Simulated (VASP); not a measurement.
Wanted: the native input for a VASP 6.6.1 run.

```
Task                   : single point
Functional             : LDA
Potentials or basis    : VASP PAW LDA potentials, release 64 (Sb, Au)
Cutoff                 : 520 eV
k mesh                 : 9 × 9 × 9
Occupations            : fermi-dirac, width 0.08 eV
Spin                   : no spin polarisation
Dipole correction      : no
Further INCAR settings : ALGO = Normal; EDIFF = 1e-06; NBANDS = 18
```

The structure of Sb2Au lies in POSCAR:

```
Sb2Au
1.0
    0.0000000000      3.2614400000      3.3280000000
    3.2614400000      0.0000000000      3.3280000000
    3.2614400000      3.2614400000      0.0000000000
Sb Au
2 1
Direct
    0.2500000000      0.2500000000      0.2500000000
    0.7500000000      0.7500000000      0.7500000000
    0.0000000000      0.0000000000      0.0000000000
```

This cell differs from its parent crystal: equal xx and yy strain of -2 %.

These files were run (other wordings do the same):

INCAR

```
SYSTEM = Sb2Au
PREC     = Accurate       ! precision mode
ENCUT    = 520            ! plane-wave cutoff, eV
EDIFF    = 1E-6           ! SCF threshold, eV
ISMEAR   = -1             ! smearing method
SIGMA    = 0.08           ! smearing width, eV
LREAL    = .FALSE.        ! projectors in reciprocal space
LASPH    = .TRUE.         ! aspherical terms in the spheres
NELM     = 60             ! most SCF steps
ALGO     = Normal         ! electronic algorithm
ISIF     = 2              ! what is computed and relaxed
LWAVE    = .FALSE.        ! write WAVECAR
LCHARG   = .TRUE.         ! write CHGCAR
LELF     = .TRUE.         ! ELF
LVHAR    = .TRUE.       
NBANDS   = 18             ! bands
```

KPOINTS

```
Automatic mesh
0
G
  9 9 9
  0 0 0
```

Potentials or basis: VASP PAW LDA potentials, release 64 (Sb, Au).

Run with:

```bash
$ cat potpaw_LDA.64/Sb/POTCAR potpaw_LDA.64/Au/POTCAR > POTCAR
$ mpirun -np 1 vasp_std > vasp.out
```

It gave:

| Quantity | Value |
| --- | --- |
| Pressure | 7.8 GPa |

Caveat: the cell differs from its parent crystal (equal xx and yy strain of -2 %).

Run time: 41 s on 1 thread of Intel(R) Xeon(R) Platinum 8488C (Sapphire Rapids), with other jobs on the host, peak memory 0.24 GiB.
